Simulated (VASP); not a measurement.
# HfSiO4: single point with PBE

Crystal: HfSiO4.

```
CELL_PARAMETERS angstrom
-3.26858 3.26858 2.97727
3.26858 -3.26858 2.97727
3.26858 3.26858 -2.97727
ATOMIC_POSITIONS crystal
Hf 0.00000 0.00000 0.00000
Hf 0.75000 0.25000 0.50000
Si 0.50000 0.50000 0.00000
Si 0.25000 0.75000 0.50000
O 0.68055 0.49486 0.81431
O 0.24486 0.93055 0.31431
O 0.68055 0.86624 0.18569
O 0.61624 0.93055 0.68569
O 0.06945 0.38376 0.31431
O 0.50514 0.31945 0.18569
O 0.06945 0.75514 0.68569
O 0.13376 0.31945 0.81431
```

```yaml
Program: VASP 6.6.1
Task: single point
Functional: PBE
Potentials_or_basis: VASP PAW PBE potentials, release 64 (Hf_pv, Si, O)
Cutoff: 520 eV
k_mesh: 5 × 5 × 5
Occupations: fermi-dirac, width 0.05 eV
Spin: no spin polarisation
```

```yaml
Pressure: 8.3 GPa
Largest_force: 0.200 eV/Å
Band_gap_on_the_k_mesh: 5.50 eV (least direct gap 5.89 eV)
```

Forces on the atoms (eV/Å):
```
Hf   0.000  0.000  0.000
Hf   0.000  0.000  0.000
Si   0.000  0.000  0.000
Si   0.000  0.000  0.000
O   -0.141  0.000  0.141
O    0.000 -0.141  0.141
O    0.141  0.000  0.141
O    0.000  0.141  0.141
O   -0.141  0.000 -0.141
O    0.000  0.141 -0.141
O    0.141  0.000 -0.141
O    0.000 -0.141 -0.141
```

Stress tensor (GPa, compression positive):
```
8.12 0.00 0.00
0.00 8.12 0.00
0.00 0.00 8.51
```

Levels at points of the mesh, in eV from the valence-band top:
```tsv
k point	band 34	band 35	band 36	band 37	band 38	band 39	band 40	band 41	band 42	band 43
(0.00, 0.00, 0.00)	-0.67	-0.57	-0.57	-0.57	0.00	5.91	6.19	6.29	6.33	6.33
```

It took 89 s on 1 thread of Intel(R) Xeon(R) Platinum 8488C (Sapphire Rapids), with other jobs on the host, peak memory 0.3 GiB.

Caveat: the cell stands under pressure; spin-orbit coupling is left out, which moves the levels of the heavy elements; an odd mesh through Γ misses points on the zone boundary, where band edges can lie.
